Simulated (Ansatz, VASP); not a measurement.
One calculation of H, two programs

```xyz
2
Lattice="1.8932 0.0000 0.0000 -0.9466 1.6395 0.0000 0.0000 0.0000 1.8662" Properties=species:S:1:pos:R:3 pbc="T T T"
H     0.0000    1.0930    0.4665
H     0.9466    0.5465    1.3996
```

Change from the starting cell: volume scaled by 0.9405, PAW files.

Alike in both runs: task electric field gradients; functional PBE; k mesh 17 × 17 × 9; occupations fermi-dirac, width 0.05 eV; no spin polarisation.

|  | VASP | Ansatz |
| --- | --- | --- |
| version | VASP 6.6.1 | Ansatz 0.2.0 |
| potentials or method | VASP PAW PBE potentials, release 64 (H) | PAW with Ansatz's default frozen-core files, scalar-relativistic |
| plane-wave cutoff (eV) | 520 | 420 |
| valence electrons in the cell | 2 | 2 |

```tsv
	VASP	Ansatz	Ansatz less VASP
pressure (GPa)	6.5	6.8	+0.37
traceless stress, the component that is largest in VASP (GPa)	0.24	0.28	+0.042
```

The k mesh is coarse, so the values compare programs but aren't converged.
